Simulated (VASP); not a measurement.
Set up this calculation in VASP 6.6.1, as the native input.

```yaml
Task: single point
Functional: PBE
Potentials_or_basis: VASP PAW PBE potentials, release 64 (C)
Cutoff: 520 eV
k_mesh: 18 × 18 × 4
Occupations: gaussian, width 0.1 eV
Spin: no spin polarisation
Dipole_correction: no
Further_INCAR_settings: ALGO = Normal; EDIFF = 1e-07; NBANDS = 21
```

The structure of C lies in POSCAR:

```
C
1.0
    1.2332811000     -2.1360482000      0.0000000000
    1.2332811000      2.1360482000      0.0000000000
    0.0000000000      0.0000000000     12.9376230000
C
6
Direct
    0.1666670000      0.8333330000      0.6699230000
    0.8333330000      0.1666670000      0.6699230000
    0.8333330000      0.1666670000      0.3300770000
    0.1666670000      0.8333330000      0.3300770000
    0.3333340000      0.6666660000      0.0000000000
    0.6666660000      0.3333340000      0.0000000000
```

The cell was built from a structure type or drawn by symmetry, and may not be a known phase.

These files were run (other wordings do the same):

INCAR

```
SYSTEM = C
PREC = Accurate
ENCUT = 520
EDIFF = 1E-7
ISMEAR = 0
SIGMA = 0.1
LREAL = .FALSE.
LASPH = .TRUE.
NELM = 100
ALGO = Normal
ISIF = 2
LWAVE = .FALSE.
LCHARG = .FALSE.
GGA = PE
NBANDS = 21
```

KPOINTS

```
Automatic mesh
0
G
  18 18 4
  0 0 0
```

Potentials or basis: VASP PAW PBE potentials, release 64 (C).

The run is started by

```bash
$ cat potpaw_PBE.64/C/POTCAR > POTCAR
$ mpirun -np 1 vasp_std > vasp.out
```

It gave:

* Pressure: 0.4 GPa
* Band gap on the k mesh: zero (bands 12 and 13 overlap by 0.03 eV)

Caveat: this functional lacks dispersion, which binds the layers, so the pressure and a relaxed spacing across them are unreliable.

It took 4.2 min on 1 thread of Intel(R) Xeon(R) Platinum 8259CL CPU @ 2.50GHz (Skylake/Cascade Lake), on a shared host, peak memory 0.37 GiB.
